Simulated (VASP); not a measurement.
Ta3W2, 5 atoms in the cell. The structure is orthorhombic, space group Fmmm (No. 69). The conventional cell has a = 3.247 Å, b = 4.643 Å, c = 22.916 Å, α = 90.00°, β = 90.00°, γ = 90.00°. Within 3.7 Å of Ta (site symmetry mm2) lie 4 W at 2.78 to 3.24 Å and 10 Ta at 2.83 to 3.34 Å. Ta (site symmetry mmm) has 8 W at 2.79 to 3.25 Å and 6 Ta at 2.83 to 3.25 Å within 3.7 Å. W (site symmetry mm2) has 8 Ta at 2.78 to 3.25 Å and 6 W at 2.83 to 3.25 Å within 3.7 Å. 

- Program: VASP 6.6.1
- Task: single point
- Functional: PBE
- Potentials or basis: VASP PAW PBE potentials, release 64 (Ta_pv, W_sv)
- Cutoff: 520 eV
- k mesh: 6 × 6 × 6
- Occupations: gaussian, width 0.1 eV
- Spin: no spin polarisation
- Dipole correction: no
- Further INCAR settings: ALGO = Fast; EDIFF = 1e-06; NBANDS = 38

Potentials or basis: VASP PAW PBE potentials, release 64 (Ta_pv, W_sv).

Command:

```console
$ cat potpaw_PBE.64/Ta_pv/POTCAR potpaw_PBE.64/W_sv/POTCAR > POTCAR
$ mpirun -np 1 vasp_std > vasp.out
```

Hardware: 1 thread of Intel(R) Xeon(R) Platinum 8175M CPU @ 2.50GHz (Skylake/Cascade Lake), on a shared host.

Question: Estimate the wall time of this run.

Answer: Wall time 9.7 min on 1 thread of Intel(R) Xeon(R) Platinum 8175M CPU @ 2.50GHz (Skylake/Cascade Lake) (shared host), peak memory 0.49 GiB. Counts: scf iterations 16, k points 46.
